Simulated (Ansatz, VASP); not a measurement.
# BN in VASP and in Ansatz

Contents of POSCAR:

```
BN
1.0
    2.5182517752      0.0000000000      0.0000000000
   -1.2591258876      2.1808700105      0.0000000000
    0.0000000000      0.0000000000      4.1653092386
B N
2 2
Direct
    0.3333333333      0.6666666667      0.0002034648
    0.6666666667      0.3333333333      0.5002034648
    0.3333333333      0.6666666667      0.3747965352
    0.6666666667      0.3333333333      0.8747965352
```

INCAR.step1

```
PREC = Accurate ; ENCUT = 1460
ISMEAR = 0 ; SIGMA = 0.01
LREAL = False ; LASPH = True
NELM = 120 ; NBANDS = 16
GGA = PE ; ALGO = Normal
EDIFF = 1E-5 ; LWAVE = True
LCHARG = False ; GGA_COMPAT = False
```

The input INCAR.step2:

```
PREC = Accurate ; ENCUT = 1460
EDIFF = 1E-6 ; ISMEAR = 0
SIGMA = 0.01 ; LREAL = False
LASPH = True ; NELM = 120
ALGO = Normal ; ISIF = 2
LWAVE = False ; LCHARG = False
METAGGA = R2SCAN ; LMIXTAU = True
NBANDS = 16 ; ISTART = 1
GGA_COMPAT = False
```

Contents of KPOINTS:

```
Automatic mesh
0
Gamma
  9 9 6
```

Input for Ansatz:

```yaml
crystal:
  lattice:
    - [2.5182517752, 0.0, 0.0]
    - [-1.2591258876, 2.1808700105, 0.0]
    - [0.0, 0.0, 4.1653092386]
  atoms:
    - { symbol: B, position: [0.3333333333, 0.6666666667, 0.0002034648] }
    - { symbol: B, position: [0.6666666667, 0.3333333333, 0.5002034648] }
    - { symbol: "N", position: [0.3333333333, 0.6666666667, 0.3747965352] }
    - { symbol: "N", position: [0.6666666667, 0.3333333333, 0.8747965352] }
kpoints:
  mp_grid: { grid: [9, 9, 6] }
hamiltonian:
  xc: r2scan
scf:
  occupations: { method: fixed }
  n_extra_bands: 5
output:
  forces: true
  stress: true
  eigenvalues: true
```

Alike in both runs: task single point; functional r2SCAN; k mesh 9 × 9 × 6; no spin polarisation.

```csv
,VASP,Ansatz
version,VASP 6.6.1,Ansatz 0.2.0
potentials or method,"VASP PAW PBE potentials, release 64 (B_h, N_h)","plane waves, PAW"
plane-wave cutoff (eV),1460,500
occupations,"gaussian, width 0.01 eV",fixed
valence electrons in the cell,16,16
```

VASP gave:

| Item | Value |
| --- | --- |
| gap on the k mesh at the Fermi level (eV) | 5.69 |
| pressure (GPa) | 12.1 |
| traceless stress, the component that is largest in VASP (GPa) | 0.10 |
| rms of the force components (eV/Å) | 0.014 |

Task: What did Ansatz give for the same quantities?

Result: gap on the k mesh at the Fermi level (eV): 5.71; pressure (GPa): 12.6; traceless stress, the component that is largest in VASP (GPa): 0.08; rms of the force components (eV/Å): 0.014.

VASP's potentials were made for PBE, not for r2SCAN. Atom by atom the forces differ by 0.001 eV/Å (rms over components).
